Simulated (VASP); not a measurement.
Input of a VASP 6.6.1 run:

The input INCAR:

```
PREC = Accurate
ENCUT = 500
EDIFF = 1E-8
ISMEAR = 0
SIGMA = 0.01
LREAL = F
LASPH = T
NELM = 120
ALGO = Normal
ISIF = 2
LWAVE = F
LCHARG = F
GGA = PE
NBANDS = 11
IBRION = 8
NSW = 1
LEPSILON = T
GGA_COMPAT = F
```

The input KPOINTS:

```
Automatic mesh
0
Gamma
  7 7 7
```

Contents of POSCAR:

```
AlAs
1.0
    0.0000000000      2.8379010000      2.8379010000
    2.8379010000      0.0000000000      2.8379010000
    2.8379010000      2.8379010000      0.0000000000
Al As
1 1
Direct
    0.0000000000      0.0000000000      0.0000000000
    0.7500000000      0.7500000000      0.7500000000
```

Potentials or basis: VASP PAW PBE potentials, release 64 (Al, As).

The run is started by

```console
$ cat potpaw_PBE.64/Al/POTCAR potpaw_PBE.64/As/POTCAR > POTCAR
$ mpirun -np 1 vasp_std > vasp.out
```

Q: Predict the electronic dielectric tensor (diagonal).

A: 10.25.

Q: Predict the Born charges (mean of the diagonal).

A: Al +2.18; As -2.18 e.

Q: Predict the highest phonon frequency at Γ, LO-TO splitting left out.

A: 358 cm⁻¹.

Phonon frequencies in cm⁻¹ (negative: imaginary):
```csv
q point,frequencies
"(0.000, 0.000, 0.000)",0 0 0 358 358 358
```

Caveat: the cell wasn't relaxed at this level first, which shifts response properties.
